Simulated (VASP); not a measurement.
# InPd (Pm-3m) in VASP: settings compared

Aim: see how the results for InPd move with the level of theory and the settings. Levels: LDA, rSCAN. Tasks: elastic constants, single point.

Everything below comes from runs of VASP 6.6.1. Logs are shortened: lines on timing, memory, paths and dates and some standing lists are left out, and cuts for length are marked.

**1. The cell of the first run**

Symmetry: Pm-3m, No. 221, cubic system. Conventional cell: a = 3.272 Å, b = 3.272 Å, c = 3.272 Å, α = 90.00°, β = 90.00°, γ = 90.00°. Within 3.7 Å of In (site symmetry m-3m) lie 8 Pd at 2.83 Å and 6 In at 3.27 Å. Within 3.7 Å of Pd (site symmetry m-3m) lie 8 In at 2.83 Å and 6 Pd at 3.27 Å.

**2. Elastic constants, LDA**

Input file INCAR:

```
SYSTEM = InPd
PREC = Accurate ; ENCUT = 600
EDIFF = 1E-8 ; ISMEAR = -1
SIGMA = 0.05 ; LREAL = .FALSE.
LASPH = .TRUE. ; NELM = 80
ALGO = Normal ; ISIF = 3
LWAVE = .FALSE. ; LCHARG = .FALSE.
GGA = CA ; IBRION = 6
NFREE = 2 ; POTIM = 0.015
NSW = 1
```

Input file KPOINTS:

```
Automatic mesh
0
G
  6 6 6
  0 0 0
```

Input file POSCAR:

```
InPd
1.0
    3.2718847800      0.0000000000      0.0000000000
    0.0000000000      3.2718847800      0.0000000000
    0.0000000000      0.0000000000      3.2718847800
In Pd
1 1
Direct
    0.0000000000      0.0000000000      0.0000000000
    0.5000000000      0.5000000000      0.5000000000
```

Potentials or basis: VASP PAW LDA potentials, release 64 (In_d, Pd).

On the command line:

```console
$ cat potpaw_LDA.64/In_d/POTCAR potpaw_LDA.64/Pd/POTCAR > POTCAR
$ mpirun -np 1 vasp_std > vasp.out
```

OUTCAR:

```text
SYSTEM = InPd
   PREC = Accurate
   ENCUT = 600
   EDIFF = 1E-8
   ISMEAR = -1
   LREAL = .FALSE.
   LASPH = .TRUE.
   NELM = 80
   ISIF = 3
   GGA = CA
   IBRION = 6
   NFREE = 2
   POTIM = 0.015
   NSW = 1

 ion  position               nearest neighbor table
   1  0.000  0.000  0.000-   2 2.83   2 2.83   2 2.83   2 2.83   2 2.83   2 2.83   2 2.83   2 2.83

   2  0.500  0.500  0.500-   1 2.83   1 2.83   1 2.83   1 2.83   1 2.83   1 2.83   1 2.83   1 2.83

  LATTYP: Found a simple cubic cell.
 ALAT       =     3.2718847800

  Lattice vectors:

 A1 = (   3.2718847800,   0.0000000000,   0.0000000000)
 A2 = (   0.0000000000,   3.2718847800,   0.0000000000)
 A3 = (   0.0000000000,   0.0000000000,   3.2718847800)

Analysis of symmetry for initial positions (statically):
=====================================================================
 Subroutine PRICEL returns:
 Original cell was already a primitive cell.

 Routine SETGRP: Setting up the symmetry group for a
 simple cubic supercell.

 Subroutine GETGRP returns: Found 48 space group operations
 (whereof 48 operations were pure point group operations)
 out of a pool of 48 trial point group operations.

The static configuration has the point symmetry O_h .

Analysis of symmetry for dynamics (positions and initial velocities):
=====================================================================
 Subroutine PRICEL returns:
 Original cell was already a primitive cell.

 Routine SETGRP: Setting up the symmetry group for a
 simple cubic supercell.

 Subroutine GETGRP returns: Found 48 space group operations
 (whereof 48 operations were pure point group operations)
 out of a pool of 48 trial point group operations.

The dynamic configuration has the point symmetry O_h .

 Subroutine INISYM returns: Found 48 space group operations
 (whereof 48 operations are pure point group operations),
 and found     1 'primitive' translations

----------------------------------------------------------------------------------------

                                     Primitive cell

  volume of cell :      35.0263

  direct lattice vectors                    reciprocal lattice vectors
     3.271884780  0.000000000  0.000000000     0.305634234  0.000000000  0.000000000
     0.000000000  3.271884780  0.000000000     0.000000000  0.305634234  0.000000000
     0.000000000  0.000000000  3.271884780     0.000000000  0.000000000  0.305634234

  length of vectors
     3.271884780  3.271884780  3.271884780     0.305634234  0.305634234  0.305634234

  position of ions in fractional coordinates (direct lattice)
     0.000000000  0.000000000  0.000000000
     0.500000000  0.500000000  0.500000000

  ion indices of the primitive-cell ions
   primitive index   ion index
                 1           1
                 2           2

----------------------------------------------------------------------------------------

 KPOINTS: Automatic mesh

Automatic generation of k-mesh.
 Grid dimensions read from file:
 generate k-points for:    6    6    6

 Generating k-lattice:

  Cartesian coordinates                     Fractional coordinates (reciprocal lattice)
     0.050939039  0.000000000  0.000000000     0.166666667  0.000000000  0.000000000
     0.000000000  0.050939039  0.000000000     0.000000000  0.166666667  0.000000000
     0.000000000  0.000000000  0.050939039     0.000000000  0.000000000  0.166666667

  Length of vectors
[... 106 lines left out ...]
  -------------------------------------------------------------------------------------
  Total       -1.3921637     -1.3921637     -1.3921637     -0.0000000      0.0000000      0.0000000
  in kB      -63.6805614    -63.6805614    -63.6805614     -0.0000000      0.0000000      0.0000000
  external PRESSURE =     -63.6805614 kB  Pullay stress =       0.0000000 kB
[... 89 lines left out ...]
  FREE ENERGIE OF THE ION-ELECTRON SYSTEM (eV)
  ---------------------------------------------------
  free  energy   TOTEN  =       -10.7581473690 eV

  energy  without entropy=      -10.7514201119  energy(sigma->0) =      -10.75478374

[... ionic steps 4 to 14 ...]

--------------------------------------- Ionic step       15  -------------------------------------------

 number of electron      23.0000007 magnetization

------------------------ aborting loop because EDIFF is reached ----------------------------------------
[... 67 lines left out ...]
--------------------------------------- Ionic step       17  -------------------------------------------

 number of electron      23.0000008 magnetization

 Free energy of the ion-electron system (eV)
  ---------------------------------------------------
  ext. energy  EPLUGINS =         0.00000000
  ---------------------------------------------------
  free energy    TOTEN  =       -10.74082929 eV

  energy without entropy =      -10.73499888  energy(sigma->0) =      -10.73791409

 E-fermi :  10.2457     XC(G=0): -12.5387

 val. band max:       10.1401827555   @ k =   0.0000   0.3333   0.3333
 cond. band min:      10.3575605912   @ k =   0.3333   0.5000   0.3333
 fundamental gap:      0.2173778357
 Fermi energy:        10.2457482562

 k-point     1 :       0.0000    0.0000    0.0000
  band No.  band energies     occupation
      1      -4.6181      2.00000
      2      -4.6181      2.00000
      3      -4.2056      2.00000
      4      -4.2056      2.00000
      5      -4.2056      2.00000
      6       0.1212      2.00000
      7       6.3944      2.00000
      8       6.3946      2.00000
      9       7.9259      2.00000
     10       7.9259      2.00000
     11       7.9259      2.00000
     12      14.3693      0.00000
     13      14.3693      0.00000
     14      14.3704      0.00000
[... 401 lines left out ...]
      2      -4.4730      2.00000
      3      -4.2711      2.00000
      4      -4.2409      2.00000
      5      -4.2168      2.00000
      6       0.9918      2.00000
      7       6.4183      2.00000
      8       6.5367      2.00000
      9       7.3166      2.00000
     10       7.5249      2.00000
     11       7.8131      2.00000
     12      12.6779      0.00000
     13      12.9051      0.00000
     14      15.9261      0.00000
     15      20.3982      0.00000

 [... further k-points ...]

------------------------ aborting loop because EDIFF is reached ----------------------------------------

  FORCE on cell =-STRESS in cart. coord.  units (eV):
  Direction    XX          YY          ZZ          XY          YZ          ZX
  --------------------------------------------------------------------------------------
  -------------------------------------------------------------------------------------
  Total       -1.3900402     -1.3888001     -1.3888001      0.0000000      0.0000000      0.0000000
  in kB      -63.5834285    -63.5267048    -63.5267048      0.0000000      0.0000000      0.0000000
  external PRESSURE =     -63.5456127 kB  Pullay stress =       0.0000000 kB
[... 17 lines left out ...]
  FREE ENERGIE OF THE ION-ELECTRON SYSTEM (eV)
  ---------------------------------------------------
  free  energy   TOTEN  =       -10.7408292917 eV

  energy  without entropy=      -10.7349988822  energy(sigma->0) =      -10.73791409

 INTERNAL STRAIN TENSORS FROM STRAINED CELLS
 ============================================

 INTERNAL STRAIN TENSOR FOR ION    1 for displacements in x,y,z  (eV/Angst):
          X           Y           Z          XY          YZ          ZX
  --------------------------------------------------------------------------------
  x     0.00000     0.00000     0.00000     0.00000     0.00000     0.00000
  y     0.00000     0.00000     0.00000     0.00000     0.00000     0.00000
  z     0.00000     0.00000     0.00000     0.00000     0.00000     0.00000

 INTERNAL STRAIN TENSORS FROM DISPLACED ATOMS
 ============================================

 INTERNAL STRAIN TENSOR FOR ION    1 for displacements in x,y,z  (eV/Angst):
          X           Y           Z          XY          YZ          ZX
  --------------------------------------------------------------------------------
  x     0.00000     0.00000     0.00000     0.00000     0.00000     0.00000
  y     0.00000     0.00000     0.00000     0.00000     0.00000     0.00000
  z     0.00000     0.00000     0.00000     0.00000     0.00000     0.00000

 INTERNAL STRAIN TENSOR FOR ION    2 for displacements in x,y,z  (eV/Angst):
          X           Y           Z          XY          YZ          ZX
  --------------------------------------------------------------------------------
  x     0.00000     0.00000     0.00000     0.00000     0.00000     0.00000
  y     0.00000     0.00000     0.00000     0.00000     0.00000     0.00000
  z     0.00000     0.00000     0.00000     0.00000     0.00000     0.00000

 Eigenvectors and eigenvalues of the dynamical matrix
 ----------------------------------------------------

   1 f  =    3.885224 THz    24.411579 2PiTHz  129.597107 cm-1    16.067986 meV
             X         Y         Z           dx          dy          dz
      0.000000  0.000000  0.000000     0.000000   -0.694159   -0.000000
      1.635942  1.635942  1.635942    -0.000000    0.719822    0.000000
[... 21 lines left out ...]
   6 f/i=    0.003268 THz     0.020536 2PiTHz    0.109024 cm-1     0.013517 meV
             X         Y         Z           dx          dy          dz
      0.000000  0.000000  0.000000     0.000000    0.000000    0.719822
      1.635942  1.635942  1.635942     0.000000    0.000000    0.694159

--------------------------------------------------------------------------------------------------------

 ELASTIC MODULI CONTR FROM IONIC RELAXATION (kBar)
 Direction    XX          YY          ZZ          XY          YZ          ZX
 --------------------------------------------------------------------------------
 XX           0.0000      0.0000      0.0000      0.0000      0.0000      0.0000
 YY           0.0000      0.0000      0.0000      0.0000      0.0000      0.0000
 ZZ           0.0000      0.0000      0.0000      0.0000      0.0000      0.0000
 XY           0.0000      0.0000      0.0000      0.0000      0.0000      0.0000
 YZ           0.0000      0.0000      0.0000      0.0000      0.0000      0.0000
 ZX           0.0000      0.0000      0.0000      0.0000      0.0000      0.0000
 --------------------------------------------------------------------------------

 TOTAL ELASTIC MODULI (kBar)
 Direction    XX          YY          ZZ          XY          YZ          ZX
 --------------------------------------------------------------------------------
 XX        1511.2588   1085.8705   1085.8705     -0.0000     -0.0000      0.0000
 YY        1085.8705   1511.2588   1085.8705     -0.0000     -0.0000      0.0000
 ZZ        1085.8705   1085.8705   1511.2588     -0.0000     -0.0000     -0.0000
 XY          -0.0000     -0.0000     -0.0000    246.8636      0.0000      0.0000
 YZ          -0.0000     -0.0000     -0.0000      0.0000    246.8636      0.0000
 ZX           0.0000      0.0000     -0.0000      0.0000      0.0000    246.8636
 --------------------------------------------------------------------------------
```

It took 9.4 min on 1 thread of Intel Xeon 8259CL, shared host; peak memory 0.22 GiB.

Results:

* Elastic constants C11, C12, C44: 151, 109, 25 GPa
* Voigt bulk modulus: 123 GPa
* Highest phonon frequency at Γ: 130 cm⁻¹

Phonon frequencies in cm⁻¹ (negative: imaginary):
```
              q point        frequencies
(0.000, 0.000, 0.000)  0 0 0 130 130 130
```

Elastic tensor in Voigt notation (GPa, in the Cartesian axes of the cell as first typed):
```
151 109 109   0   0   0
109 151 109   0   0   0
109 109 151   0   0   0
  0   0   0  25   0   0
  0   0   0   0  25   0
  0   0   0   0   0  25
```

Clamped-ion elastic tensor (GPa):
```
151 109 109   0   0   0
109 151 109   0   0   0
109 109 151   0   0   0
  0   0   0  25   0   0
  0   0   0   0  25   0
  0   0   0   0   0  25
```

Caveat: the cell is under stress, which shifts elastic constants; spin-orbit coupling is left out, which moves the levels of the heavy elements.

**3. Single point, rSCAN**

Input file INCAR:

```
SYSTEM = InPd
METAGGA = RSCAN
ISMEAR = -5
LWAVE = .False.
LCHARG = .False.
NBANDS = 28
PREC = Accurate
LASPH = .True.
LREAL = .False.
ALGO = Normal
EDIFF = 1E-6
NELM = 120
GGA_COMPAT = .False.
ENCUT = 500
LMIXTAU = .True.
LMAXMIX = 4
NEDOS = 4001
LORBIT = 11
```

Input file KPOINTS:

```
Automatic mesh
0
Gamma
  25 25 25
  0 0 0
```

POSCAR is that of step 2.

Potentials or basis: VASP PAW PBE potentials, release 64 (In_d, Pd).

On the command line:

```console
$ cat potpaw_PBE.64/In_d/POTCAR potpaw_PBE.64/Pd/POTCAR > POTCAR
$ mpirun -np 1 vasp_std > vasp.out
```

OUTCAR:

```text
SYSTEM = InPd
   METAGGA = RSCAN
   ISMEAR = -5
   PREC = Accurate
   LASPH = .True.
   LREAL = .False.
   EDIFF = 1E-6
   NELM = 120
   ENCUT = 500
   LORBIT = 11

 ion  position               nearest neighbor table
   1  0.000  0.000  0.000-   2 2.83   2 2.83   2 2.83   2 2.83   2 2.83   2 2.83   2 2.83   2 2.83

   2  0.500  0.500  0.500-   1 2.83   1 2.83   1 2.83   1 2.83   1 2.83   1 2.83   1 2.83   1 2.83

  LATTYP: Found a simple cubic cell.
 ALAT       =     3.2718847800

  Lattice vectors:

 A1 = (   3.2718847800,   0.0000000000,   0.0000000000)
 A2 = (   0.0000000000,   3.2718847800,   0.0000000000)
 A3 = (   0.0000000000,   0.0000000000,   3.2718847800)

Analysis of symmetry for initial positions (statically):
=====================================================================
 Subroutine PRICEL returns:
 Original cell was already a primitive cell.

 Routine SETGRP: Setting up the symmetry group for a
 simple cubic supercell.

 Subroutine GETGRP returns: Found 48 space group operations
 (whereof 48 operations were pure point group operations)
 out of a pool of 48 trial point group operations.

The static configuration has the point symmetry O_h .

Analysis of symmetry for dynamics (positions and initial velocities):
=====================================================================
 Subroutine PRICEL returns:
 Original cell was already a primitive cell.

 Routine SETGRP: Setting up the symmetry group for a
 simple cubic supercell.

 Subroutine GETGRP returns: Found 48 space group operations
 (whereof 48 operations were pure point group operations)
 out of a pool of 48 trial point group operations.

The dynamic configuration has the point symmetry O_h .

 Subroutine INISYM returns: Found 48 space group operations
 (whereof 48 operations are pure point group operations),
 and found     1 'primitive' translations

----------------------------------------------------------------------------------------

                                     Primitive cell
[... 123 lines left out ...]
   IVDW    =     0    specifies the selected vdW correction
   LEPSILON=     F    determine dielectric tensor
   LRPA    =     F    only Hartree local field effects (RPA)

   CSHIFT  =0.1000    complex shift for real part using Kramers Kronig

   OMEGAMAX=  -1.0    maximum frequency
 non-spin polarized calculation
 Fermi weights with tetrahedron method with Bloechl corrections
  energy-cutoff  :      500.00
  volume of cell :       35.03
 maximum number of plane-waves:       912
 NGX is ok and might be reduce to    24
   NGX = 11   NGY = 11   NGZ = 11

 number of electron      22.9999997 magnetization

 Free energy of the ion-electron system (eV)
  ---------------------------------------------------
  ext. energy  EPLUGINS =         0.00000000
  ---------------------------------------------------
  free energy    TOTEN  =       -81.27272213 eV

  energy without entropy =      -81.27272213  energy(sigma->0) =      -81.27272213

 E-fermi :  10.4256     XC(G=0): -13.2401

 val. band max:       10.4124929226   @ k =   0.4400   0.4000   0.3600
 cond. band min:      10.4216698714   @ k =   0.3200   0.1600   0.0800
 fundamental gap:      0.0091769488
 Fermi energy:        10.4256392082

 k-point     1 :       0.0000    0.0000    0.0000
  band No.  band energies     occupation
      1      -5.2496      2.00000
      2      -5.2496      2.00000
      3      -4.8353      2.00000
      4      -4.8353      2.00000
      5      -4.8353      2.00000
      6      -0.0574      2.00000
[... 613 lines left out ...]
     22      32.4550      0.00000
     23      32.7837      0.00000

 [... further k-points ...]

 [bands above 23 left out]

------------------------ aborting loop because EDIFF is reached ----------------------------------------

  FORCE on cell =-STRESS in cart. coord.  units (eV):
  Direction    XX          YY          ZZ          XY          YZ          ZX
  --------------------------------------------------------------------------------------
  -------------------------------------------------------------------------------------
  Total       -0.0590186     -0.0590186     -0.0590186     -0.0000000      0.0000000      0.0000000
  in kB       -2.6996387     -2.6996387     -2.6996387     -0.0000000      0.0000000      0.0000000
  external PRESSURE =      -2.6996387 kB  Pullay stress =       0.0000000 kB

 VOLUME and BASIS-vectors are now :
 -----------------------------------------------------------------------------
  energy-cutoff  :      500.00
  volume of cell :       35.03
      direct lattice vectors                 reciprocal lattice vectors
     3.271884780  0.000000000  0.000000000     0.305634234  0.000000000  0.000000000
     0.000000000  3.271884780  0.000000000     0.000000000  0.305634234  0.000000000
     0.000000000  0.000000000  3.271884780     0.000000000  0.000000000  0.305634234

 POSITION                                       TOTAL-FORCE (eV/Angst)
 -----------------------------------------------------------------------------------
      0.00000      0.00000      0.00000         0.000000      0.000000      0.000000
      1.63594      1.63594      1.63594         0.000000      0.000000      0.000000
 -----------------------------------------------------------------------------------
    total drift:                                0.000000      0.000000     -0.000000

  FREE ENERGIE OF THE ION-ELECTRON SYSTEM (eV)
  ---------------------------------------------------
  free  energy   TOTEN  =       -81.2727221328 eV

  energy  without entropy=      -81.2727221328  energy(sigma->0) =      -81.27272213

 total charge

# of ion       s       p       d       tot
------------------------------------------
    1        0.803   0.779   9.902  11.484
    2        0.442   0.423   8.660   9.524
--------------------------------------------------
tot          1.245   1.202  18.562  21.008
```

Run time: 13 min. Hardware: 1 thread of Intel Xeon Platinum 8259CL at 2.50GHz (Skylake/Cascade Lake), shared host; peak memory 0.49 GiB.

What came out:

- Free energy: -81.2727 eV
- Pressure: -0.3 GPa
- Valence electrons inside the program's atomic spheres: In 11.48; Pd 9.52
- Density of states at the Fermi level: 0.32 states/eV/atom

Caveat: the PAW data sets were made with another functional, which shifts forces and pressure a little; spin-orbit coupling is left out, which moves the levels of the heavy elements; tetrahedron occupations give inexact forces and stress in metals.
